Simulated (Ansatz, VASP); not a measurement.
## Gd2NF3: VASP beside Ansatz

```
Gd N F
1.0
     3.95243    0.00000    0.00000
     0.00000    3.95243    0.00000
     0.00000    0.00000    5.67770
Gd N F
2 1 3
Direct
  0.50000 0.00000 0.78146
  0.00000 0.50000 0.21854
  0.00000 0.00000 0.00000
  0.50000 0.50000 0.00000
  0.50000 0.50000 0.50000
  0.00000 0.00000 0.50000
```

Alike in both runs: functional PBE; k mesh 3 × 3 × 2; occupations gaussian, width 0.15 eV; collinear spin.

Ansatz relaxed the structure, and its values are those at the end. VASP's run is a single point on that final structure, the one shown.

|  | VASP | Ansatz |
| --- | --- | --- |
| version | VASP 6.6.1 | Ansatz 0.2.0 |
| potentials or method | VASP PAW PBE potentials, release 64 (Gd, N, F), cutoff 600 eV | scalar-relativistic, plane waves, PAW |
| valence electrons in the cell | 62 | 62 |

|  | VASP | Ansatz | Ansatz less VASP |
| --- | --- | --- | --- |
| gap on the k mesh at the Fermi level (eV) | 1.84 | 1.80 | -0.037 |
| least direct gap on the mesh (eV) | 1.84 | 1.81 | -0.038 |
| pressure (GPa) | -0.5 | -0.3 | +0.20 |
| rms of the force components (eV/Å) | 0.003 | 0.001 | -0.0020 |
| net moment per atom (μB) | 2.33 | 2.33 | 0.000 |
| size of the moment on the site where the two differ most (μB) | 6.76 | 6.79 | +0.032 |

Site moments also hang on the region over which each program counts them.

The k mesh is coarse, so the values compare programs but aren't converged. Spin-orbit coupling is off throughout.
